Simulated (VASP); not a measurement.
# Sb in VASP: single point with PBE

Aim: the single point of Sb with PBE.

Program: VASP 6.6.1. These are calculated values, not measurements. Logs are shortened: lines on timing, memory, paths and dates and some standing lists are left out, and cuts for length are marked.

## (1) The cell of the first run

The cell holds a sheet with vacuum, 2 atoms: a = 4.069 Å, b = 4.069 Å, c = 17.650 Å, α = 90.00°, β = 90.00°, γ = 120.00°.

## (2) Single point, PBE

INCAR reads:

```
SYSTEM = Sb
PREC = Accurate ; ENCUT = 400
EDIFF = 1E-6 ; ISMEAR = 0
SIGMA = 0.03 ; LREAL = .FALSE.
LASPH = .TRUE. ; NELM = 120
ALGO = Normal ; ISIF = 2
LWAVE = .FALSE. ; LCHARG = .FALSE.
LDIPOL = .TRUE. ; IDIPOL = 3
DIPOL = 0.5 0.5 0.500 ; GGA = PE
NBANDS = 12 ; GGA_COMPAT = .FALSE.
NELMDL = -8
```

KPOINTS reads:

```
Automatic mesh
0
G
  12 12 1
  0 0 0
```

POSCAR reads:

```
Sb
1.0
    4.0685005379      0.0000000000      0.0000000000
   -2.0342502689      3.5234248211      0.0000000000
    0.0000000000      0.0000000000     17.6499759836
Sb
2
Direct
    0.3333333333      0.6666666667      0.4532584071
    0.6666666667      0.3333333333      0.5467415929
```

Potentials or basis: VASP PAW PBE potentials, release 64 (Sb).

Command:

```
> cat potpaw_PBE.64/Sb/POTCAR > POTCAR
> mpirun -np 1 vasp_std > vasp.out
```

OUTCAR:

```text
SYSTEM = Sb
   PREC = Accurate
   ENCUT = 400
   EDIFF = 1E-6
   ISMEAR = 0
   LREAL = .FALSE.
   LASPH = .TRUE.
   NELM = 120
   ISIF = 2
   GGA = PE
   NELMDL = -8

 ion  position               nearest neighbor table
   1  0.333  0.667  0.453-   2 2.87   2 2.87   2 2.87
   2  0.667  0.333  0.547-   1 2.87   1 2.87   1 2.87

  LATTYP: Found a hexagonal cell.
 ALAT       =     4.0685005379
 C/A-ratio  =     4.3382017083

  Lattice vectors:

 A1 = (   4.0685005379,   0.0000000000,   0.0000000000)
 A2 = (  -2.0342502689,   3.5234248211,   0.0000000000)
 A3 = (   0.0000000000,   0.0000000000,  17.6499759836)

Analysis of symmetry for initial positions (statically):
=====================================================================
 Subroutine PRICEL returns:
 Original cell was already a primitive cell.

 Routine SETGRP: Setting up the symmetry group for a
 hexagonal supercell.

 Subroutine GETGRP returns: Found 12 space group operations
 (whereof 12 operations were pure point group operations)
 out of a pool of 24 trial point group operations.

The static configuration has the point symmetry D_3d.

Analysis of symmetry for dynamics (positions and initial velocities):
=====================================================================
 Subroutine PRICEL returns:
 Original cell was already a primitive cell.

 Routine SETGRP: Setting up the symmetry group for a
 hexagonal supercell.

 Subroutine GETGRP returns: Found 12 space group operations
 (whereof 12 operations were pure point group operations)
 out of a pool of 24 trial point group operations.

The dynamic configuration has the point symmetry D_3d.

 Subroutine INISYM returns: Found 12 space group operations
 (whereof 12 operations are pure point group operations),
 and found     1 'primitive' translations

----------------------------------------------------------------------------------------

                                     Primitive cell

  volume of cell :     253.0134

  direct lattice vectors                    reciprocal lattice vectors
     4.068500538  0.000000000  0.000000000     0.245790800  0.141907384  0.000000000
    -2.034250269  3.523424821  0.000000000     0.000000000  0.283814769  0.000000000
     0.000000000  0.000000000 17.649975984     0.000000000  0.000000000  0.056657301

  length of vectors
     4.068500538  4.068500538 17.649975984     0.283814769  0.283814769  0.056657301

  position of ions in fractional coordinates (direct lattice)
     0.333333333  0.666666667  0.453258407
     0.666666667  0.333333333  0.546741593

  ion indices of the primitive-cell ions
   primitive index   ion index
                 1           1
                 2           2

----------------------------------------------------------------------------------------

 KPOINTS: Automatic mesh

Automatic generation of k-mesh.
 Grid dimensions read from file:
 generate k-points for:   12   12    1

 Generating k-lattice:

  Cartesian coordinates                     Fractional coordinates (reciprocal lattice)
     0.020482567  0.011825615  0.000000000     0.083333333  0.000000000  0.000000000
     0.000000000  0.023651231  0.000000000     0.000000000  0.083333333  0.000000000
     0.000000000  0.000000000  0.056657301     0.000000000  0.000000000  1.000000000

  Length of vectors
     0.023651231  0.023651231  0.056657301

  Shift w.r.t. Gamma in fractional coordinates (k-lattice)
     0.000000000  0.000000000  0.000000000

 Subroutine IBZKPT returns following result:
 ===========================================

 Found     19 irreducible k-points:

 Following reciprocal coordinates:
            Coordinates               Weight
  0.000000  0.000000  0.000000      1.000000
  0.083333  0.000000  0.000000      6.000000
  0.166667  0.000000  0.000000      6.000000
  0.250000  0.000000  0.000000      6.000000
  0.333333  0.000000  0.000000      6.000000
  0.416667  0.000000  0.000000      6.000000
[... 11 lines left out ...]
  0.333333  0.250000  0.000000     12.000000
  0.333333  0.333333  0.000000      2.000000
   k-points           NKPTS =     19   k-points in BZ     NKDIM =     19   number of bands    NBANDS=     12
   number of dos      NEDOS =    301   number of ions     NIONS =      2
   total plane-waves  NPLWV =  94080
   dimension x,y,z NGX =    28 NGY =   28 NGZ =  120
   dimension x,y,z NGXF=    56 NGYF=   56 NGZF=  240
   ions per type =               2
   NGX,Y,Z   is equivalent  to a cutoff of  11.44, 11.44, 11.30 a.u.
   NGXF,Y,Z  is equivalent  to a cutoff of  22.88, 22.88, 22.61 a.u.
 SYSTEM =  Sb
   PREC   = accura    normal or accurate (medium, high low for compatibility)
   ISTART =      0    job   : 0-new  1-cont  2-samecut
   ICHARG =      2    charge: 1-file 2-atom 10-const
   ISPIN  =      1    spin polarized calculation?
   LNONCOLLINEAR =      F non collinear calculations
   LSORBIT =      F    spin-orbit coupling
   LASPH  =      T    aspherical Exc in radial PAW
   ENCUT  =  400.0 eV  29.40 Ry    5.42 a.u.   6.63  6.63 28.78*2*pi/ulx,y,z
   NELM   =    120;   NELMIN=  2; NELMDL= -8     # of ELM steps
   EDIFF  = 0.1E-05   stopping-criterion for ELM
   LREAL  =      F    real-space projection
   EDIFFG = 0.1E-04   stopping-criterion for IOM
   NSW    =      0    number of steps for IOM
   IBRION =     -1    ionic relax: 0-MD 1-quasi-New 2-CG
   NFREE  =      0    steps in history (QN), initial steepest desc. (CG)
   ISIF   =      2    stress and relaxation
   ISYM   =      2    0-nonsym 1-usesym 2-fastsym
   POTIM  = 0.5000    time-step for ionic-motion
   TEBEG  =    0.0;   TEEND  =   0.0 temperature during run
   PSTRESS=    0.0 pullay stress
   NELECT =      10.0000    total number of electrons
   NUPDOWN=      -1.0000    fix difference up-down
   EMIN   =  10.00;   EMAX   =-10.00  energy-range for DOS
   EFERMI =   0.00;   METHOD = LEGACY
   ISMEAR =     0;   SIGMA  =   0.03  broadening in eV -4-tet -1-fermi 0-gaus
   EFERMI_NEDOS =   21; number of points for ismear=-14 and -15
   IALGO  =     38    algorithm
   IMIX   =      4    mixing-type and parameters
     AMIX     =   0.40;   BMIX     =  1.00
     AMIX_MAG =   1.60;   BMIX_MAG =  1.00
  volume/ion in A,a.u.               =     126.51       853.71
  Fermi-wavevector in a.u.,A,eV,Ry     =   0.557648  1.053802  4.231025  0.310972
  Thomas-Fermi vector in A             =   1.592334
   LORBIT       =      0    0 simple, 1 ext, 2 COOP (PROOUT), +10 PAW based schemes
   GGA     = PE    functional components
   LHFCALC =     F    Hartree Fock is set to
   AEXX    =    0.0000 exact exchange contribution
   IVDW    =     0    specifies the selected vdW correction
   LEPSILON=     F    determine dielectric tensor
   LRPA    =     F    only Hartree local field effects (RPA)
 non-spin polarized calculation
 Gauss-broadening in eV      SIGMA  =   0.03
  energy-cutoff  :      400.00
  volume of cell :      253.01
 maximum number of plane-waves:      4653
 NGX is ok and might be reduce to    28
   NGX = 13   NGY = 13   NGZ = 57

 number of electron      10.0000000 magnetization

 dipolmoment           0.000000      0.000000      0.000000 electrons x Angstroem

 number of electron       9.9999999 magnetization

 dipolmoment           0.000000      0.000000     -0.000000 electrons x Angstroem

 Free energy of the ion-electron system (eV)
  ---------------------------------------------------
  ext. energy  EPLUGINS =         0.00000000
  ---------------------------------------------------
  free energy    TOTEN  =        -8.10060068 eV

  energy without entropy =       -8.10060068  energy(sigma->0) =       -8.10060068

 E-fermi :  -1.8856     XC(G=0):  -3.0753

 val. band max:       -2.0145355600   @ k =   0.0000   0.0000   0.0000
 cond. band min:      -0.8268162583   @ k =   0.3333   0.0000   0.0000
 fundamental gap:      1.1877193017
 Fermi energy:        -1.8855518824

 k-point     1 :       0.0000    0.0000    0.0000
  band No.  band energies     occupation
      1     -13.5107      2.00000
      2      -8.4416      2.00000
      3      -2.7794      2.00000
      4      -2.0145      2.00000
      5      -2.0145      2.00000
      6      -0.3773      0.00000
      7       0.7843      0.00000
      8       0.7843      0.00000
      9       2.2120      0.00000
     10       2.3803      0.00000
     11       3.5179      0.00000
     12       4.2222      0.00000

 k-point     2 :       0.0833    0.0000    0.0000
  band No.  band energies     occupation
      1     -13.4344      2.00000
      2      -8.4325      2.00000
      3      -2.7695      2.00000
      4      -2.7419      2.00000
      5      -2.1934      2.00000
      6       0.1049      0.00000
      7       0.7022      0.00000
      8       0.9539      0.00000
      9       2.3206      0.00000
     10       2.4663      0.00000
     11       3.5917      0.00000
     12       4.3080      0.00000

 k-point     3 :       0.1667    0.0000    0.0000
  band No.  band energies     occupation
      1     -13.2078      2.00000
      2      -8.4401      2.00000
      3      -3.8909      2.00000
      4      -2.6635      2.00000
      5      -2.5884      2.00000
      6      -0.2632      0.00000
      7       1.2764      0.00000
      8       1.3102      0.00000
      9       2.5615      0.00000
     10       2.7358      0.00000
     11       3.7425      0.00000
     12       4.4545      0.00000
[... 211 lines left out ...]
 k-point    18 :       0.3333    0.2500    0.0000
  band No.  band energies     occupation
      1     -11.1126      2.00000
      2     -10.1143      2.00000
      3      -5.5211      2.00000
      4      -4.2945      2.00000
      5      -3.5771      2.00000
      6      -0.4496      0.00000
      7       1.1179      0.00000
      8       1.6407      0.00000
      9       4.2247      0.00000
     10       4.7441      0.00000
     11       5.0435      0.00000
     12       5.4527      0.00000

 k-point    19 :       0.3333    0.3333    0.0000
  band No.  band energies     occupation
      1     -10.6008      2.00000
      2     -10.6008      2.00000
      3      -5.6992      2.00000
      4      -3.9268      2.00000
      5      -3.9268      2.00000
      6      -0.6584      0.00000
      7       1.5073      0.00000
      8       1.5073      0.00000
      9       4.5132      0.00000
     10       5.3079      0.00000
     11       5.3079      0.00000
     12       5.7641      0.00000

------------------------ aborting loop because EDIFF is reached ----------------------------------------

 vacuum level on the upper side and lower side of the slab       (xc-potential included)        -0.117        -0.117

  FORCE on cell =-STRESS in cart. coord.  units (eV):
  Direction    XX          YY          ZZ          XY          YZ          ZX
  --------------------------------------------------------------------------------------
  -------------------------------------------------------------------------------------
  Total        0.5292737      0.5292737      0.1937514      0.0000000      0.0000000     -0.0000000
  in kB        3.3515628      3.3515628      1.2269079      0.0000000      0.0000000     -0.0000000
  external PRESSURE =       2.6433445 kB  Pullay stress =       0.0000000 kB

 VOLUME and BASIS-vectors are now :
 -----------------------------------------------------------------------------
  energy-cutoff  :      400.00
  volume of cell :      253.01
      direct lattice vectors                 reciprocal lattice vectors
     4.068500538  0.000000000  0.000000000     0.245790800  0.141907384  0.000000000
    -2.034250269  3.523424821  0.000000000     0.000000000  0.283814769  0.000000000
     0.000000000  0.000000000 17.649975984     0.000000000  0.000000000  0.056657301

 POSITION                                       TOTAL-FORCE (eV/Angst)
 -----------------------------------------------------------------------------------
     -0.00000      2.34895      8.00000        -0.000000     -0.000000     -0.120414
      2.03425      1.17447      9.64998         0.000000      0.000000      0.120414
 -----------------------------------------------------------------------------------
    total drift:                               -0.000000     -0.000000      0.000000

  FREE ENERGIE OF THE ION-ELECTRON SYSTEM (eV)
  ---------------------------------------------------
  free  energy   TOTEN  =        -8.1006006828 eV

  energy  without entropy=       -8.1006006828  energy(sigma->0) =       -8.10060068

 vacuum level on the upper side and lower side of the slab         2.656         2.656
```

Run time: 36 s. Hardware: 1 thread of Intel Xeon 6975P-C (Granite Rapids), shared host; peak memory 0.26 GiB.

Results:

```yaml
Free_energy: -8.1006 eV
Largest_force: 0.120 eV/Å
Band_gap_on_the_k_mesh: 1.19 eV, indirect (least direct gap 1.64 eV)
```

Forces in eV/Å, atoms in the order of the input:
```
Sb   0.000  0.000 -0.120
Sb   0.000  0.000  0.120
```

Caveat: spin-orbit coupling is left out, which moves the levels of the heavy elements.
